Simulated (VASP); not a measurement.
# MnO (Fm-3m) in VASP: a series of runs

Runs on MnO. Level: LDA+U. Tasks: single point.

Everything below comes from runs of VASP 6.6.1. Logs are shortened: lines on timing, memory, paths and dates and some standing lists are left out, and cuts for length are marked.

### Step 1. The cell of the first run

Symmetry: Fm-3m, No. 225, cubic system. Conventional cell: a = 4.444 Å, b = 4.444 Å, c = 4.444 Å, α = 90.00°, β = 90.00°, γ = 90.00°. Within 2.9 Å of Mn (site symmetry m-3m) lie 6 O at 2.22 Å. Within 2.9 Å of O (site symmetry m-3m) lie 6 Mn at 2.22 Å.

### Step 2. Single point, LDA+U, collinear spin, ferrimagnetic start

INCAR reads:

```
ALGO     = Normal         # electronic algorithm
EDIFF    = 1E-6           # SCF threshold, eV
ENCUT    = 520            # plane-wave cutoff, eV
ISIF     = 2              # what is computed and relaxed
ISMEAR   = 0              # smearing method
ISPIN    = 2              # spin polarisation
LASPH    = True           # aspherical terms in the spheres
LCHARG   = False          # write CHGCAR
LDAU     = True           # DFT+U
LDAUJ    = 0 0          
LDAUL    = 2 -1           # shell
LDAUPRINT= 1            
LDAUTYPE = 2            
LDAUU    = 6 0            # U, eV
LMAXMIX  = 4              # l up to which the mixer works
LORBIT   = 11             # projections on sites
LREAL    = False          # projectors in reciprocal space
LWAVE    = False          # write WAVECAR
MAGMOM   = 4.47 -0.02     # initial moments
NBANDS   = 20             # bands
NELM     = 150            # most SCF steps
NUPDOWN  = 4.5            # fixed moment
PREC     = Accurate       # precision mode
SIGMA    = 0.05           # smearing width, eV
```

KPOINTS reads:

```
k-points
0
Gamma
  7 7 7
```

POSCAR reads:

```
MnO
1.0
    0.0000000000      2.2220003300      2.2220003300
    2.2220003300      0.0000000000      2.2220003300
    2.2220003300      2.2220003300      0.0000000000
Mn O
1 1
Direct
    0.0000000000      0.0000000000      0.0000000000
    0.5000000000      0.5000000000      0.5000000000
```

Potentials or basis: VASP PAW LDA potentials, release 64 (Mn_pv, O).

The run is started by

```bash
$ cat potpaw_LDA.64/Mn_pv/POTCAR potpaw_LDA.64/O/POTCAR > POTCAR
$ mpirun -np 1 vasp_std > vasp.out
```

OUTCAR:

```text
EDIFF = 1E-6
   ENCUT = 520
   ISIF = 2
   ISMEAR = 0
   ISPIN = 2
   LASPH = True
   LORBIT = 11
   LREAL = False
   NELM = 150
   NUPDOWN = 4.5
   PREC = Accurate

 ion  position               nearest neighbor table
   1  0.000  0.000  0.000-   2 2.22   2 2.22   2 2.22   2 2.22   2 2.22   2 2.22
   2  0.500  0.500  0.500-   1 2.22   1 2.22   1 2.22   1 2.22   1 2.22   1 2.22

  LATTYP: Found a face centered cubic cell.
 ALAT       =     4.4440006600

  Lattice vectors:

 A1 = (   0.0000000000,   2.2220003300,   2.2220003300)
 A2 = (   2.2220003300,   0.0000000000,   2.2220003300)
 A3 = (   2.2220003300,   2.2220003300,   0.0000000000)

Analysis of symmetry for initial positions (statically):
=====================================================================
 Subroutine PRICEL returns:
 Original cell was already a primitive cell.

 Routine SETGRP: Setting up the symmetry group for a
 face centered cubic supercell.

 Subroutine GETGRP returns: Found 48 space group operations
 (whereof 48 operations were pure point group operations)
 out of a pool of 48 trial point group operations.

The static configuration has the point symmetry O_h .

Analysis of symmetry for dynamics (positions and initial velocities):
=====================================================================
 Subroutine PRICEL returns:
 Original cell was already a primitive cell.

 Routine SETGRP: Setting up the symmetry group for a
 face centered cubic supercell.

 Subroutine GETGRP returns: Found 48 space group operations
 (whereof 48 operations were pure point group operations)
 out of a pool of 48 trial point group operations.

The dynamic configuration has the point symmetry O_h .

Analysis of structural, dynamic, and magnetic symmetry:
=====================================================================
 Subroutine PRICEL returns:
 Original cell was already a primitive cell.

 Routine SETGRP: Setting up the symmetry group for a
 face centered cubic supercell.
[... 168 lines left out ...]
  o =  0.0653  v =  0.0000  0.0000  0.0000  0.0000  0.0000  0.0000 -0.0000 -1.0000  0.0000 -0.0048      0.0000  0.0000  0.0000  0.0000  0.0000  0.0000  0.0000  0.0000  0.0000  0.0000
  o =  0.9260  v =  0.0000  0.0000  0.9999 -0.0000 -0.0168  0.0000  0.0000  0.0000  0.0000  0.0000      0.0000  0.0000  0.0000  0.0000  0.0000  0.0000  0.0000  0.0000  0.0000  0.0000
  o =  0.9260  v =  0.0000  0.0000  0.0168 -0.0000  0.9999  0.0000  0.0000  0.0000  0.0000  0.0000      0.0000  0.0000  0.0000  0.0000  0.0000  0.0000  0.0000  0.0000  0.0000  0.0000
  o =  0.9434  v =  0.0000 -0.9697  0.0000 -0.2442  0.0000  0.0000  0.0000  0.0000  0.0000  0.0000      0.0000  0.0000  0.0000  0.0000  0.0000  0.0000  0.0000  0.0000  0.0000  0.0000
  o =  0.9434  v =  0.0000 -0.2442  0.0000  0.9697  0.0000  0.0000  0.0000  0.0000  0.0000  0.0000      0.0000  0.0000  0.0000  0.0000  0.0000  0.0000  0.0000  0.0000  0.0000  0.0000
  o =  0.9434  v =  1.0000  0.0000  0.0000  0.0000  0.0000  0.0000  0.0000  0.0000  0.0000  0.0000      0.0000  0.0000  0.0000  0.0000  0.0000  0.0000  0.0000  0.0000  0.0000  0.0000

 number of electron      18.9999992 magnetization       4.5000007

 Free energy of the ion-electron system (eV)
  ---------------------------------------------------
  ext. energy  EPLUGINS =         0.00000000
  ---------------------------------------------------
  free energy    TOTEN  =       -15.40963120 eV

  energy without entropy =      -15.40806961  energy(sigma->0) =      -15.40885041

 E-fermi :   9.0084     XC(G=0): -12.3785

 val. band max:        8.9673837281   @ k =   0.1429   0.1429   0.0000
 cond. band min:       6.0536207115   @ k =  -0.2857   0.2857   0.0000
 fundamental gap:     -2.9137630166
 Fermi energy:         5.6684450459

 spin component 1

 k-point     1 :       0.0000    0.0000    0.0000
  band No.  band energies     occupation
      1     -42.5416      1.00000
      2     -42.5416      1.00000
      3     -42.5416      1.00000
      4     -12.5701      1.00000
      5       1.7723      1.00000
      6       1.7723      1.00000
[... 436 lines left out ...]
      6       0.3345      1.00000
[... 12 lines left out ...]
     19      32.3778      0.00000
     20      33.3156      0.00000
 Fermi energy:         9.0083971699

 spin component 2

 k-point     1 :       0.0000    0.0000    0.0000
  band No.  band energies     occupation
      1     -38.2089      1.00000
      2     -38.2089      1.00000
      3     -38.2089      1.00000
      4     -12.4221      1.00000
      5       3.7644      1.00000
      6       3.7644      1.00000
[... 449 lines left out ...]
     19      34.3740      0.00000
     20      34.8088      0.00000

------------------------ aborting loop because EDIFF is reached ----------------------------------------

  FORCE on cell =-STRESS in cart. coord.  units (eV):
  Direction    XX          YY          ZZ          XY          YZ          ZX
  --------------------------------------------------------------------------------------
  -------------------------------------------------------------------------------------
  Total       -1.4079566     -1.4079566     -1.4079566      0.0000000      0.0000000      0.0000000
  in kB     -102.8105077   -102.8105077   -102.8105077      0.0000000      0.0000000      0.0000000
  external PRESSURE =    -102.8105077 kB  Pullay stress =       0.0000000 kB

 VOLUME and BASIS-vectors are now :
 -----------------------------------------------------------------------------
  energy-cutoff  :      520.00
  volume of cell :       21.94
      direct lattice vectors                 reciprocal lattice vectors
     0.000000000  2.222000330  2.222000330    -0.225022469  0.225022469  0.225022469
     2.222000330  0.000000000  2.222000330     0.225022469 -0.225022469  0.225022469
     2.222000330  2.222000330  0.000000000     0.225022469  0.225022469 -0.225022469

 POSITION                                       TOTAL-FORCE (eV/Angst)
 -----------------------------------------------------------------------------------
      0.00000      0.00000      0.00000         0.000000     -0.000000      0.000000
      2.22200      2.22200      2.22200        -0.000000      0.000000     -0.000000
 -----------------------------------------------------------------------------------
    total drift:                                0.000000     -0.000000     -0.000000

  FREE ENERGIE OF THE ION-ELECTRON SYSTEM (eV)
  ---------------------------------------------------
  free  energy   TOTEN  =       -15.4096312002 eV

  energy  without entropy=      -15.4080696142  energy(sigma->0) =      -15.40885041

 total charge

# of ion       s       p       d       tot
------------------------------------------
    1        0.220   6.183   4.982  11.384
    2        1.554   3.392   0.000   4.945
--------------------------------------------------
tot          1.773   9.574   4.982  16.329

 magnetization (x)

# of ion       s       p       d       tot
------------------------------------------
    1        0.017   0.019   4.352   4.387
    2        0.010  -0.023   0.000  -0.013
--------------------------------------------------
tot          0.027  -0.003   4.352   4.375
```

Run time: 14 s. Hardware: 1 thread of AMD EPYC 7R43 (Zen 3), shared host; peak memory 0.11 GiB.

Results:

* Free energy: -15.4096 eV
* Pressure: -10.3 GPa
* Net moment: 4.50 μB per cell
* Site moments: Mn +4.39; O -0.01 μB
* Valence electrons inside the program's atomic spheres: Mn 11.38; O 4.95

Eigenvalues of the final occupation matrices:
| site | spin | trace | eigenvalues |
| --- | --- | --- | --- |
| site 1 d | 1 | 4.68 | 0.93 0.93 0.94 0.94 0.94 |
| site 1 d | 2 | 0.32 | 0.06 0.06 0.06 0.07 0.07 |

Caveat: the total moment is fixed, so each spin has its own Fermi level; a cell with one magnetic atom can't hold antiferromagnetic order, which such compounds often take. The state reached can hang on the start; a lower one may exist.

### Step 3. Single point, LDA+U, collinear spin, ferrimagnetic start

INCAR, as its differences from that of step 2:

```diff
@@ -2,3 +2,4 @@
 EDIFF    = 1E-6           # SCF threshold, eV
-ENCUT    = 520            # plane-wave cutoff, eV
+ENCUT    = 600            # plane-wave cutoff, eV
+GGA_COMPAT= False        
 ISIF     = 2              # what is computed and relaxed
@@ -19,4 +20,4 @@
 MAGMOM   = 4.47 -0.02     # initial moments
-NBANDS   = 20             # bands
-NELM     = 150            # most SCF steps
+NBANDS   = 22             # bands
+NELM     = 200            # most SCF steps
 NUPDOWN  = 4.5            # fixed moment
```

KPOINTS is that of step 2.

POSCAR is that of step 2.

Potentials or basis: VASP PAW LDA potentials, release 64 (Mn_sv, O).

The run is started by

```bash
$ cat potpaw_LDA.64/Mn_sv/POTCAR potpaw_LDA.64/O/POTCAR > POTCAR
$ mpirun -np 1 vasp_std > vasp.out
```

OUTCAR:

```text
EDIFF = 1E-6
   ENCUT = 600
   ISIF = 2
   ISMEAR = 0
   ISPIN = 2
   LASPH = True
   LORBIT = 11
   LREAL = False
   NELM = 200
   NUPDOWN = 4.5
   PREC = Accurate

 ion  position               nearest neighbor table
   1  0.000  0.000  0.000-   2 2.22   2 2.22   2 2.22   2 2.22   2 2.22   2 2.22
   2  0.500  0.500  0.500-   1 2.22   1 2.22   1 2.22   1 2.22   1 2.22   1 2.22

  LATTYP: Found a face centered cubic cell.
 ALAT       =     4.4440006600

  Lattice vectors:

 A1 = (   0.0000000000,   2.2220003300,   2.2220003300)
 A2 = (   2.2220003300,   0.0000000000,   2.2220003300)
 A3 = (   2.2220003300,   2.2220003300,   0.0000000000)

Analysis of symmetry for initial positions (statically):
=====================================================================
 Subroutine PRICEL returns:
 Original cell was already a primitive cell.

 Routine SETGRP: Setting up the symmetry group for a
 face centered cubic supercell.

[... 729 lines left out ...]
      3     -36.5549      1.00000
      4     -36.5549      1.00000
      5     -10.7976      1.00000
      6       5.3838      1.00000
[... 489 lines left out ...]
     21      36.2483      0.00000
     22      37.3316      0.00000

------------------------ aborting loop because EDIFF is reached ----------------------------------------

  FORCE on cell =-STRESS in cart. coord.  units (eV):
  Direction    XX          YY          ZZ          XY          YZ          ZX
  --------------------------------------------------------------------------------------
  -------------------------------------------------------------------------------------
  Total       -1.9170395     -1.9170395     -1.9170395      0.0000000      0.0000000      0.0000000
  in kB     -139.9842838   -139.9842838   -139.9842838      0.0000000      0.0000000      0.0000000
  external PRESSURE =    -139.9842838 kB  Pullay stress =       0.0000000 kB

 VOLUME and BASIS-vectors are now :
 -----------------------------------------------------------------------------
  energy-cutoff  :      600.00
  volume of cell :       21.94
      direct lattice vectors                 reciprocal lattice vectors
     0.000000000  2.222000330  2.222000330    -0.225022469  0.225022469  0.225022469
     2.222000330  0.000000000  2.222000330     0.225022469 -0.225022469  0.225022469
     2.222000330  2.222000330  0.000000000     0.225022469  0.225022469 -0.225022469

 POSITION                                       TOTAL-FORCE (eV/Angst)
 -----------------------------------------------------------------------------------
      0.00000      0.00000      0.00000        -0.000000     -0.000000     -0.000000
      2.22200      2.22200      2.22200         0.000000      0.000000      0.000000
 -----------------------------------------------------------------------------------
    total drift:                                0.000000      0.000000      0.000000

  FREE ENERGIE OF THE ION-ELECTRON SYSTEM (eV)
  ---------------------------------------------------
  free  energy   TOTEN  =       -15.2118449924 eV

  energy  without entropy=      -15.2102977102  energy(sigma->0) =      -15.21107135

 total charge

# of ion       s       p       d       tot
------------------------------------------
    1        2.122   6.009   4.775  12.906
    2        1.550   3.393   0.000   4.943
--------------------------------------------------
tot          3.671   9.403   4.775  17.849

 magnetization (x)

# of ion       s       p       d       tot
------------------------------------------
    1        0.013   0.012   4.284   4.309
    2        0.013  -0.002   0.000   0.011
--------------------------------------------------
tot          0.025   0.010   4.284   4.320
```

OSZICAR:

```text
N       E                     dE             d eps       ncg     rms          rms(c)
DAV:   1     0.293243935517E+03    0.29324E+03   -0.11849E+04  1992   0.134E+03
DAV:   2     0.479449848322E+00   -0.29276E+03   -0.27575E+03  1796   0.432E+02
DAV:   3    -0.144319113477E+02   -0.14911E+02   -0.14728E+02  2476   0.117E+02
DAV:   4    -0.152447687936E+02   -0.81286E+00   -0.81052E+00  2600   0.236E+01
DAV:   5    -0.152524123415E+02   -0.76435E-02   -0.76428E-02  2310   0.235E+00    0.132E+01
DAV:   6    -0.149940247984E+02    0.25839E+00   -0.11068E+01  2658   0.406E+01    0.137E+01
DAV:   7    -0.152309698807E+02   -0.23695E+00   -0.11078E+00  2608   0.184E+01    0.686E+00
DAV:   8    -0.152239374638E+02    0.70324E-02   -0.10907E-01  2218   0.328E+00    0.302E+00
DAV:   9    -0.152111799711E+02    0.12757E-01   -0.15225E-02  2730   0.156E+00    0.532E-01
DAV:  10    -0.152115357342E+02   -0.35576E-03   -0.17168E-03  2462   0.427E-01    0.203E-01
DAV:  11    -0.152118154397E+02   -0.27971E-03   -0.14218E-04  2340   0.127E-01    0.618E-02
DAV:  12    -0.152118427140E+02   -0.27274E-04   -0.13428E-05  2698   0.546E-02    0.287E-02
DAV:  13    -0.152118448548E+02   -0.21408E-05   -0.22966E-06  2136   0.230E-02    0.576E-03
DAV:  14    -0.152118449924E+02   -0.13760E-06   -0.30276E-07  1246   0.671E-03
   1 F= -.15211845E+02 E0= -.15211071E+02  d E =-.154728E-02  mag=     4.5000
```

It took 13 s on 1 thread of Intel Xeon 6975P-C (Granite Rapids), shared host; peak memory 0.15 GiB.

Results:

```
Free energy                                           : -15.2118 eV
Pressure                                              : -14.0 GPa
Net moment                                            : 4.50 μB per cell
Site moments                                          : Mn +4.31; O +0.01 μB
Valence electrons inside the program's atomic spheres : Mn 12.91; O 4.94
```

Eigenvalues of the final occupation matrices:
```csv
site,spin,trace,eigenvalues
site 1 d,1,4.55,0.89 0.89 0.92 0.92 0.92
site 1 d,2,0.25,0.05 0.05 0.05 0.05 0.05
```

Caveat: the total moment is fixed, so each spin has its own Fermi level; a cell with one magnetic atom can't hold antiferromagnetic order, which such compounds often take.
